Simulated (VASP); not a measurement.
# CsBa3 (I4/mmm) in VASP: further runs

The runs below take CsBa3 through single point, with PBE.

All numbers are computed with VASP 6.6.1; they aren't measurements. Logs are shortened: lines on timing, memory, paths and dates and some standing lists are left out, and cuts for length are marked.

### 1 The cell of the first run

It takes space group I4/mmm (No. 139, tetragonal). The conventional cell has a = 7.089 Å, b = 7.089 Å, c = 10.443 Å, α = 90.00°, β = 90.00°, γ = 90.00°. Ba (site symmetry 4/mmm) has 8 Ba at 4.40 Å and 6 Cs at 5.01 to 5.22 Å within 5.8 Å. Within 5.8 Å of Ba (site symmetry -4m2) lie 10 Ba at 4.40 to 5.22 Å and 4 Cs at 4.40 Å. Within 5.8 Å of Cs (site symmetry 4/mmm) lie 14 Ba at 4.40 to 5.22 Å.

### 2 Single point, PBE

INCAR

```
PREC = Accurate
ENCUT = 520
EDIFF = 1E-7
ISMEAR = -1
SIGMA = 0.05
LREAL = F
LASPH = T
NELM = 100
ALGO = Normal
ISIF = 2
LWAVE = F
LCHARG = F
GGA = PE
NBANDS = 28
```

KPOINTS

```
regular mesh
0
Gamma
  4 4 4
```

POSCAR

```
CsBa3
1.0
    0.0000000000      5.0124326400      5.2212840000
    5.0124326400      0.0000000000      5.2212840000
    5.0124326400      5.0124326400      0.0000000000
Ba Cs
3 1
Direct
    0.5000000000      0.5000000000      0.5000000000
    0.7500000000      0.7500000000      0.7500000000
    0.2500000000      0.2500000000      0.2500000000
    0.0000000000      0.0000000000      0.0000000000
```

Potentials or basis: VASP PAW PBE potentials, release 64 (Ba_sv, Cs_sv).

Started as:

```console
> cat potpaw_PBE.64/Ba_sv/POTCAR potpaw_PBE.64/Cs_sv/POTCAR > POTCAR
> mpirun -np 1 vasp_std > vasp.out
```

OUTCAR:

```text
PREC = Accurate
   ENCUT = 520
   EDIFF = 1E-7
   ISMEAR = -1
   LREAL = F
   LASPH = T
   NELM = 100
   ISIF = 2
   GGA = PE

 ion  position               nearest neighbor table
   1  0.500  0.500  0.500-   3 4.40   3 4.40   2 4.40   2 4.40   3 4.40   2 4.40   3 4.40   2 4.40

   2  0.750  0.750  0.750-   1 4.40   1 4.40   1 4.40   1 4.40
   3  0.250  0.250  0.250-   1 4.40   1 4.40   1 4.40   1 4.40
   4  0.000  0.000  0.000-

  LATTYP: Found a body centered tetragonal cell.
 ALAT       =     7.0886502200
 C/A-ratio  =     1.4731391275

  Lattice vectors:

 A1 = (  -5.0124326400,   0.0000000000,   5.2212840000)
 A2 = (   5.0124326400,   0.0000000000,   5.2212840000)
 A3 = (   0.0000000000,   5.0124326400,  -5.2212840000)

Analysis of symmetry for initial positions (statically):
=====================================================================
 Subroutine PRICEL returns:
 Original cell was already a primitive cell.

 Routine SETGRP: Setting up the symmetry group for a
 body centered tetragonal supercell.

 Subroutine GETGRP returns: Found 16 space group operations
 (whereof 16 operations were pure point group operations)
 out of a pool of 16 trial point group operations.

The static configuration has the point symmetry D_4h.

Analysis of symmetry for dynamics (positions and initial velocities):
=====================================================================
 Subroutine PRICEL returns:
 Original cell was already a primitive cell.

 Routine SETGRP: Setting up the symmetry group for a
 body centered tetragonal supercell.

 Subroutine GETGRP returns: Found 16 space group operations
 (whereof 16 operations were pure point group operations)
 out of a pool of 16 trial point group operations.

The dynamic configuration has the point symmetry D_4h.

 Subroutine INISYM returns: Found 16 space group operations
 (whereof 16 operations are pure point group operations),
 and found     1 'primitive' translations

----------------------------------------------------------------------------------------

                                     Primitive cell

  volume of cell :     262.3641

  direct lattice vectors                    reciprocal lattice vectors
     0.000000000  5.012432640  5.221284000    -0.099751964  0.099751964  0.095761885
     5.012432640  0.000000000  5.221284000     0.099751964 -0.099751964  0.095761885
     5.012432640  5.012432640  0.000000000     0.099751964  0.099751964 -0.095761885
[... 75 lines left out ...]
   NELM   =    100;   NELMIN=  2; NELMDL= -5     # of ELM steps
   EDIFF  = 0.1E-06   stopping-criterion for ELM
   LREAL  =      F    real-space projection
   EDIFFG = 0.1E-05   stopping-criterion for IOM
   NSW    =      0    number of steps for IOM
   IBRION =     -1    ionic relax: 0-MD 1-quasi-New 2-CG
   NFREE  =      0    steps in history (QN), initial steepest desc. (CG)
   ISIF   =      2    stress and relaxation
   ISYM   =      2    0-nonsym 1-usesym 2-fastsym
   POTIM  = 0.5000    time-step for ionic-motion
   TEBEG  =    0.0;   TEEND  =   0.0 temperature during run
   PSTRESS=    0.0 pullay stress
   NELECT =      39.0000    total number of electrons
   NUPDOWN=      -1.0000    fix difference up-down
   EMIN   =  10.00;   EMAX   =-10.00  energy-range for DOS
   EFERMI =   0.00;   METHOD = LEGACY
   ISMEAR =    -1;   SIGMA  =   0.05  broadening in eV -4-tet -1-fermi 0-gaus
   EFERMI_NEDOS =   21; number of points for ismear=-14 and -15
   IALGO  =     38    algorithm
   IMIX   =      4    mixing-type and parameters
     AMIX     =   0.40;   BMIX     =  1.00
     AMIX_MAG =   1.60;   BMIX_MAG =  1.00
  volume/ion in A,a.u.               =      65.59       442.63
  Fermi-wavevector in a.u.,A,eV,Ry     =   0.867218  1.638804 10.232491  0.752067
  Thomas-Fermi vector in A             =   1.985720
   LORBIT       =      0    0 simple, 1 ext, 2 COOP (PROOUT), +10 PAW based schemes
   GGA     = PE    functional components
   LHFCALC =     F    Hartree Fock is set to
   AEXX    =    0.0000 exact exchange contribution
   IVDW    =     0    specifies the selected vdW correction
   LEPSILON=     F    determine dielectric tensor
   LRPA    =     F    only Hartree local field effects (RPA)
 non-spin polarized calculation
  energy-cutoff  :      520.00
  volume of cell :      262.36
 maximum number of plane-waves:      7093
 NGX is ok and might be reduce to    54
   NGX = 27   NGY = 27   NGZ = 27

 number of electron      38.9999998 magnetization

 Free energy of the ion-electron system (eV)
  ---------------------------------------------------
  ext. energy  EPLUGINS =         0.00000000
  ---------------------------------------------------
  free energy    TOTEN  =        -5.93251474 eV

  energy without entropy =       -5.86794784  energy(sigma->0) =       -5.90023129

 E-fermi :   1.5989     XC(G=0):  -7.2309

 val. band max:        1.5953657875   @ k =   0.2500   0.0000   0.2500
 cond. band min:       1.5993482666   @ k =   0.5000   0.0000   0.2500
 fundamental gap:      0.0039824791
 Fermi energy:         1.5989071030

 k-point     1 :       0.0000    0.0000    0.0000
  band No.  band energies     occupation
      1     -27.5015      2.00000
      2     -27.4906      2.00000
      3     -27.3642      2.00000
      4     -21.1885      2.00000
      5     -12.7169      2.00000
      6     -12.7001      2.00000
[... 392 lines left out ...]
     27       2.9122      0.00000
     28       3.3321      0.00000

------------------------ aborting loop because EDIFF is reached ----------------------------------------

  FORCE on cell =-STRESS in cart. coord.  units (eV):
  Direction    XX          YY          ZZ          XY          YZ          ZX
  --------------------------------------------------------------------------------------
  -------------------------------------------------------------------------------------
  Total        0.8743832      0.8743832      0.9008445      0.0000000     -0.0000000      0.0000000
  in kB        5.3395910      5.3395910      5.5011821      0.0000000     -0.0000000      0.0000000
  external PRESSURE =       5.3934547 kB  Pullay stress =       0.0000000 kB

 VOLUME and BASIS-vectors are now :
 -----------------------------------------------------------------------------
  energy-cutoff  :      520.00
  volume of cell :      262.36
      direct lattice vectors                 reciprocal lattice vectors
     0.000000000  5.012432640  5.221284000    -0.099751964  0.099751964  0.095761885
     5.012432640  0.000000000  5.221284000     0.099751964 -0.099751964  0.095761885
     5.012432640  5.012432640  0.000000000     0.099751964  0.099751964 -0.095761885

 POSITION                                       TOTAL-FORCE (eV/Angst)
 -----------------------------------------------------------------------------------
      5.01243      5.01243      5.22128         0.000000     -0.000000      0.000000
      7.51865      7.51865      7.83193        -0.000000     -0.000000      0.000000
      2.50622      2.50622      2.61064         0.000000      0.000000      0.000000
      0.00000      0.00000      0.00000         0.000000     -0.000000      0.000000
 -----------------------------------------------------------------------------------
    total drift:                                0.000000      0.000000     -0.000000

  FREE ENERGIE OF THE ION-ELECTRON SYSTEM (eV)
  ---------------------------------------------------
  free  energy   TOTEN  =        -5.9325147381 eV

  energy  without entropy=       -5.8679478362  energy(sigma->0) =       -5.90023129
```

stdout:

```text
POSCAR found type information on POSCAR BaCs
 POSCAR found :  2 types and       4 ions
 scaLAPACK will be used
 LDA part: xc-table for (Slater+PW92), standard interpolation
 POSCAR, INCAR and KPOINTS ok, starting setup
 FFT: planning ... GRIDC
 FFT: planning ... GRID_SOFT
 FFT: planning ... GRID
 WAVECAR not read
 entering main loop
```

Run time: 67 s. Hardware: 1 thread of AMD EPYC 9R45 (Zen 5), shared host; peak memory 0.39 GiB.

Results:

```
Free energy            : -5.9325 eV
Pressure               : 0.5 GPa
Band gap on the k mesh : zero (an odd number of electrons rules out a gap without spin polarisation)
```

Caveat: spin-orbit coupling is left out, which moves the levels of the heavy elements.

### 3 Single point, PBE

This run uses another cell than the first one, of 74.05 Å³/atom.

INCAR

```
SYSTEM = CsBa3
PREC = Accurate
ENCUT = 520
EDIFF = 1E-6
ISMEAR = -1
SIGMA = 0.05
LREAL = .False.
LASPH = .True.
NELM = 100
ALGO = Normal
ISIF = 2
LWAVE = .False.
LCHARG = .False.
GGA = PE
NBANDS = 28
```

KPOINTS

```
Automatic mesh
0
Gamma
  4 4 4
  0 0 0
```

POSCAR

```
CsBa3
1.0
    0.0000000000      5.3257096800      5.2212840000
    5.3257096800      0.0000000000      5.2212840000
    5.3257096800      5.3257096800      0.0000000000
Ba Cs
3 1
Direct
    0.5000000000      0.5000000000      0.5000000000
    0.7500000000      0.7500000000      0.7500000000
    0.2500000000      0.2500000000      0.2500000000
    0.0000000000      0.0000000000      0.0000000000
```

Potentials or basis: VASP PAW PBE potentials, release 64 (Ba_sv, Cs_sv).

Started as:

```console
> cat potpaw_PBE.64/Ba_sv/POTCAR potpaw_PBE.64/Cs_sv/POTCAR > POTCAR
> mpirun -np 1 vasp_std > vasp.out
```

Wall time 65 s (1 thread of AMD EPYC 9R45 (Zen 5), shared host); peak memory 0.43 GiB.

The run converged. Its results:

```
Free energy            : -5.9718 eV
Pressure               : -0.1 GPa
Band gap on the k mesh : zero (an odd number of electrons rules out a gap without spin polarisation)
```

Levels at points of the mesh, in eV from the Fermi level:
| k point | band 17 | band 18 | band 19 | band 20 | band 21 | band 22 | band 23 | band 24 |
| --- | --- | --- | --- | --- | --- | --- | --- | --- |
| (0.00, 0.00, 0.00) | -2.46 | -0.23 | -0.20 | 0.54 | 0.54 | 0.57 | 0.57 | 0.59 |
| (0.50, 0.00, 0.00) | -1.28 | -1.03 | 0.33 | 0.35 | 0.37 | 0.41 | 0.45 | 0.77 |
| (0.50, 0.50, 0.00) | -0.86 | -0.82 | -0.73 | -0.40 | 0.70 | 0.83 | 0.83 | 1.00 |
| (0.50, 0.00, 0.50) | -0.89 | -0.88 | -0.70 | -0.42 | 0.67 | 0.74 | 0.75 | 1.04 |

Caveat: spin-orbit coupling is left out, which moves the levels of the heavy elements.

### 4 Single point, PBE

This run uses another cell than the first one, of 76.98 Å³/atom.

INCAR

```
ALGO = Normal
EDIFF = 1E-6
ENCUT = 520
GGA = PE
ISIF = 2
ISMEAR = -1
LASPH = T
LCHARG = T
LELF = T
LREAL = F
LVHAR = T
LWAVE = F
NBANDS = 28
NELM = 100
PREC = Accurate
SIGMA = 0.05
```

KPOINTS

```
k-points
0
Gamma
  4 4 4
```

POSCAR

```
CsBa3
1.0
    0.0000000000      5.4301353600      5.2212840000
    5.4301353600      0.0000000000      5.2212840000
    5.4301353600      5.4301353600      0.0000000000
Ba Cs
3 1
Direct
    0.5000000000      0.5000000000      0.5000000000
    0.7500000000      0.7500000000      0.7500000000
    0.2500000000      0.2500000000      0.2500000000
    0.0000000000      0.0000000000      0.0000000000
```

Started as:

```console
> cat potpaw_PBE.64/Ba_sv/POTCAR potpaw_PBE.64/Cs_sv/POTCAR > POTCAR
> mpirun -np 1 vasp_std > vasp.out
```

Run time: 64 s. Hardware: 1 thread of AMD EPYC 9R45 (Zen 5), shared host; peak memory 0.45 GiB.

The run converged. Its results:

```
Free energy            : -5.9556 eV
Pressure               : -0.3 GPa
Band gap on the k mesh : zero (an odd number of electrons rules out a gap without spin polarisation)
```

Levels at points of the mesh, in eV from the Fermi level:
| k point | band 16 | band 17 | band 18 | band 19 | band 20 | band 21 | band 22 | band 23 | band 24 | band 25 |
| --- | --- | --- | --- | --- | --- | --- | --- | --- | --- | --- |
| (0.00, 0.00, 0.00) | -9.72 | -2.44 | -0.21 | -0.16 | 0.49 | 0.49 | 0.53 | 0.53 | 0.58 | 0.59 |
| (0.50, 0.00, 0.00) | -9.72 | -1.30 | -1.06 | 0.30 | 0.34 | 0.36 | 0.38 | 0.45 | 0.73 | 0.80 |
| (0.50, 0.50, 0.00) | -9.72 | -0.86 | -0.82 | -0.73 | -0.39 | 0.72 | 0.87 | 0.87 | 0.88 | 0.88 |
| (0.50, 0.00, 0.50) | -9.72 | -0.94 | -0.91 | -0.68 | -0.41 | 0.66 | 0.69 | 0.72 | 0.96 | 1.01 |

Caveat: spin-orbit coupling is left out, which moves the levels of the heavy elements.

### 5 Summary

| cell | gap on the mesh (eV) | pressure (GPa) |
| --- | --- | --- |
| a = 7.238, b = 7.238, c = 7.089 Å, angles 60.7, 60.7, 58.6°, 4 atoms | none | 0.5 |
| a = 7.458, b = 7.458, c = 7.532 Å, angles 59.7, 59.7, 60.7°, 4 atoms | none | -0.1 |
| a = 7.533, b = 7.533, c = 7.679 Å, angles 59.4, 59.4, 61.3°, 4 atoms | none | -0.3 |

Alike in all rows: task single point; level PBE; potentials or basis VASP PAW PBE potentials, release 64 (Ba_sv, Cs_sv); no spin polarisation; k mesh 4 × 4 × 4; cutoff (eV) 520; smearing fermi-dirac 0.05 eV.

Caveats: spin-orbit coupling is left out, which moves the levels of the heavy elements.

Total energies depend on the potentials used, so only differences within one code and one set of settings carry meaning.

The gap in the log of VASP goes by the Fermi energy; the results here count the filled bands.